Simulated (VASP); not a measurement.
# HfH2 (I4mm) in VASP: a series of runs, part 2 of 2

VASP 6.6.1.

## 4. Single point, PBEsol (all H atoms moved +0.062 Å, as atom 2 along Cartesian [0 0 1])

INCAR

```
SYSTEM = HfH2
ALGO = Normal
EDIFF = 1E-6
ENCUT = 520
GGA = PS
ISIF = 2
ISMEAR = 0
LASPH = .TRUE.
LCHARG = .FALSE.
LREAL = .FALSE.
LWAVE = .FALSE.
NBANDS = 13
NELM = 60
PREC = Accurate
SIGMA = 0.15
```

KPOINTS

```
k-points
0
G
  20 20 20
  0 0 0
```

POSCAR

```
HfH2
1.0
   -1.7390000000      1.7390000000      2.1805000000
    1.7390000000     -1.7390000000      2.1805000000
    1.7390000000      1.7390000000     -2.1805000000
Hf H
1 2
Direct
    0.0000000000      0.0000000000      0.0000000000
    0.7643315753      0.2643315753      0.5000000000
    0.2643315753      0.7643315753      0.5000000000
```

Potentials or basis: VASP PAW PBE potentials, release 64 (Hf_pv, H).

The run is started by

```
> cat potpaw_PBE.64/Hf_pv/POTCAR potpaw_PBE.64/H/POTCAR > POTCAR
> mpirun -np 1 vasp_std > vasp.out
```

OUTCAR:

```text
SYSTEM = HfH2
   EDIFF = 1E-6
   ENCUT = 520
   GGA = PS
   ISIF = 2
   ISMEAR = 0
   LASPH = .TRUE.
   LREAL = .FALSE.
   NELM = 60
   PREC = Accurate

 ion  position               nearest neighbor table
   1  0.000  0.000  0.000-   2 2.02   3 2.02   2 2.02   3 2.02   2 2.09   3 2.09   2 2.09   3 2.09

   2  0.764  0.264  0.500-   1 2.02   1 2.02   1 2.09   1 2.09
   3  0.264  0.764  0.500-   1 2.02   1 2.02   1 2.09   1 2.09

  LATTYP: Found a body centered tetragonal cell.
 ALAT       =     3.4780000000
 C/A-ratio  =     1.2538815411

  Lattice vectors:

 A1 = (  -1.7390000000,   1.7390000000,   2.1805000000)
 A2 = (   1.7390000000,  -1.7390000000,   2.1805000000)
 A3 = (   1.7390000000,   1.7390000000,  -2.1805000000)

Analysis of symmetry for initial positions (statically):
=====================================================================
 Subroutine PRICEL returns:
 Original cell was already a primitive cell.

 Routine SETGRP: Setting up the symmetry group for a
 body centered tetragonal supercell.

 Subroutine GETGRP returns: Found  8 space group operations
 (whereof  8 operations were pure point group operations)
[... 172 lines left out ...]

 k-point     1 :       0.0000    0.0000    0.0000
  band No.  band energies     occupation
      1     -25.7042      2.00000
      2     -25.7042      2.00000
      3     -25.6478      2.00000
      4      -6.0340      2.00000
      5       3.8387      2.00000
      6       4.7504      1.99999
      7       4.7504      1.99999
      8       5.6907      0.00001
      9       7.0741      0.00000
     10       8.4011      0.00000
     11      16.6191      0.00000
     12      17.0487      0.00000
     13      17.0487      0.00000
[... 354 lines left out ...]
  band No.  band energies     occupation
      1     -26.1126      2.00000
      2     -25.7918      2.00000
      3     -25.7005      2.00000
      4      -3.7433      2.00000
      5       0.0631      2.00000
      6       4.6487      2.00000
      7       5.8333      0.00000
      8       8.0125      0.00000
      9       8.5799      0.00000
     10      10.5284      0.00000
     11      13.4819      0.00000
     12      14.7080      0.00000
     13      17.6843      0.00000

 [... further k-points ...]
[... 5 lines left out ...]
  --------------------------------------------------------------------------------------
  -------------------------------------------------------------------------------------
  Total       -0.8383459     -0.8383459     -1.0413005      0.0000000      0.0000000      0.0000000
  in kB      -50.9235408    -50.9235408    -63.2515837      0.0000000      0.0000000      0.0000000
  external PRESSURE =     -55.0328884 kB  Pullay stress =       0.0000000 kB

 VOLUME and BASIS-vectors are now :
 -----------------------------------------------------------------------------
  energy-cutoff  :      520.00
  volume of cell :       26.38
      direct lattice vectors                 reciprocal lattice vectors
    -1.739000000  1.739000000  2.180500000     0.000000000  0.287521564  0.229305205
     1.739000000 -1.739000000  2.180500000     0.287521564  0.000000000  0.229305205
     1.739000000  1.739000000 -2.180500000     0.287521564  0.287521564  0.000000000

 POSITION                                       TOTAL-FORCE (eV/Angst)
 -----------------------------------------------------------------------------------
      0.00000      0.00000      0.00000         0.000000      0.000000      0.568705
      0.00000      1.73900      1.15275        -0.000000      0.000000     -0.284352
      1.73900      0.00000      1.15275         0.000000     -0.000000     -0.284352
 -----------------------------------------------------------------------------------
    total drift:                               -0.000000     -0.000000      0.000085

  FREE ENERGIE OF THE ION-ELECTRON SYSTEM (eV)
  ---------------------------------------------------
  free  energy   TOTEN  =       -18.7547164554 eV

  energy  without entropy=      -18.7485604829  energy(sigma->0) =      -18.75163847
```

Run time: 46 s. Hardware: 1 thread of Intel Xeon 6975P-C (Granite Rapids), shared host; peak memory 0.33 GiB.

What came out:

| Property | Result |
| --- | --- |
| Free energy | -18.7547 eV |
| Pressure | -5.5 GPa |
| Largest force | 0.569 eV/Å |
| Band gap on the k mesh | zero (band 6 reaches 5.81 eV, above the bottom of band 7 at 4.75 eV) |

Forces on the atoms (eV/Å):
```
Hf   0.000  0.000  0.569
H    0.000  0.000 -0.284
H    0.000  0.000 -0.284
```

Caveat: the cell differs from its parent crystal (all H atoms moved +0.062 Å, as atom 2 along Cartesian [0 0 1]); the PAW data sets were made with another functional, which shifts forces and pressure a little; spin-orbit coupling is left out, which moves the levels of the heavy elements.

## 5. Single point, PBEsol (all H atoms moved +0.037 Å, as atom 2 along Cartesian [0 0 1])

INCAR

```
SYSTEM = HfH2
ALGO = Normal
EDIFF = 1E-7
ENCUT = 520
GGA = PS
ISIF = 2
ISMEAR = 0
LASPH = .True.
LCHARG = .False.
LREAL = .False.
LWAVE = .False.
NBANDS = 13
NELM = 100
PREC = Accurate
SIGMA = 0.15
```

KPOINTS

```
k-points
0
Gamma
  20 20 20
  0 0 0
```

POSCAR

```
HfH2
1.0
   -1.7390000000      1.7390000000      2.1805000000
    1.7390000000     -1.7390000000      2.1805000000
    1.7390000000      1.7390000000     -2.1805000000
Hf H
1 2
Direct
    0.0000000000      0.0000000000      0.0000000000
    0.7585989452      0.2585989452      0.5000000000
    0.2585989452      0.7585989452      0.5000000000
```

The run is started by

```
> cat potpaw_PBE.64/Hf_pv/POTCAR potpaw_PBE.64/H/POTCAR > POTCAR
> mpirun -np 1 vasp_std > vasp.out
```

Run time: 50 s. Hardware: 1 thread of Intel Xeon 6975P-C (Granite Rapids), shared host; peak memory 0.33 GiB.

The run converged. Its results:

* Free energy: -18.7661 eV
* Pressure: -5.7 GPa
* Largest force: 0.342 eV/Å
* Band gap on the k mesh: zero (band 6 reaches 5.80 eV, above the bottom of band 7 at 4.75 eV)

Forces in eV/Å, atoms in the order of the input:
```
Hf   0.000  0.000  0.342
H    0.000  0.000 -0.171
H    0.000  0.000 -0.171
```

Stress tensor (GPa, compression positive):
```
-5.32  0.00  0.00
 0.00 -5.32  0.00
 0.00  0.00 -6.40
```

Levels at points of the mesh, in eV from the Fermi level:
```
           k point  band 4  band 5  band 6  band 7  band 8  band 9
(0.00, 0.00, 0.00)  -11.26   -1.30   -0.48   -0.48    0.37    1.85
(0.50, 0.00, 0.00)   -8.37   -5.18   -0.82    0.55    3.78    4.56
(0.50, 0.50, 0.00)   -6.59   -5.73   -4.14    3.92    4.14    5.26
(0.50, 0.50, 0.50)   -7.66   -4.40   -3.75    4.56    4.68    4.68
```

Caveat: the cell differs from its parent crystal (all H atoms moved +0.037 Å, as atom 2 along Cartesian [0 0 1]); the PAW data sets were made with another functional, which shifts forces and pressure a little; spin-orbit coupling is left out, which moves the levels of the heavy elements.

## 6. Single point, PBEsol (all H atoms moved +0.013 Å, as atom 2 along Cartesian [0 0 1])

INCAR

```
SYSTEM = HfH2
  PREC = Accurate
  ENCUT = 520
  EDIFF = 1E-6
  ISMEAR = 0
  SIGMA = 0.15
  LREAL = .FALSE.
  LASPH = .TRUE.
  NELM = 80
  ALGO = Normal
  ISIF = 2
  LWAVE = .FALSE.
  LCHARG = .FALSE.
  GGA = PS
  NBANDS = 13
```

KPOINTS

```
regular mesh
0
G
  20 20 20
  0 0 0
```

POSCAR

```
HfH2
1.0
   -1.7390000000      1.7390000000      2.1805000000
    1.7390000000     -1.7390000000      2.1805000000
    1.7390000000      1.7390000000     -2.1805000000
Hf H
1 2
Direct
    0.0000000000      0.0000000000      0.0000000000
    0.7528663151      0.2528663151      0.5000000000
    0.2528663151      0.7528663151      0.5000000000
```

Potentials or basis: VASP PAW PBE potentials, release 64 (Hf_pv, H).

The run is started by

```
> cat potpaw_PBE.64/Hf_pv/POTCAR potpaw_PBE.64/H/POTCAR > POTCAR
> mpirun -np 1 vasp_std > vasp.out
```

Run time: 46 s. Hardware: 1 thread of Intel Xeon 6975P-C (Granite Rapids), shared host; peak memory 0.33 GiB.

Results (log left out):

```yaml
Free_energy: -18.7718 eV
Pressure: -5.7 GPa
Largest_force: 0.114 eV/Å
Band_gap_on_the_k_mesh: zero (band 6 reaches 5.80 eV, above the bottom of band 7 at 4.75 eV)
```

Forces in eV/Å, atoms in the order of the input:
```
Hf   0.000  0.000  0.114
H    0.000  0.000 -0.057
H    0.000  0.000 -0.057
```

Stress tensor (GPa, compression positive):
```
-5.34  0.00  0.00
 0.00 -5.34  0.00
 0.00  0.00 -6.35
```

Levels at points of the mesh, in eV from the Fermi level:
```csv
k point,band 2,band 3,band 4,band 5,band 6,band 7,band 8,band 9,band 10,band 11
"(0.00, 0.00, 0.00)",-30.93,-30.88,-11.26,-1.25,-0.48,-0.48,0.31,1.85,3.18,11.38
"(0.50, 0.00, 0.00)",-31.05,-30.93,-8.37,-5.18,-0.82,0.55,3.78,4.56,4.81,6.26
"(0.50, 0.50, 0.00)",-31.09,-31.04,-6.60,-5.73,-4.14,3.92,4.14,5.25,6.34,7.05
"(0.50, 0.50, 0.50)",-31.19,-31.19,-7.66,-4.34,-3.81,4.56,4.67,4.67,5.54,5.54
```

Caveat: the cell differs from its parent crystal (all H atoms moved +0.013 Å, as atom 2 along Cartesian [0 0 1]); the PAW data sets were made with another functional, which shifts forces and pressure a little; spin-orbit coupling is left out, which moves the levels of the heavy elements.
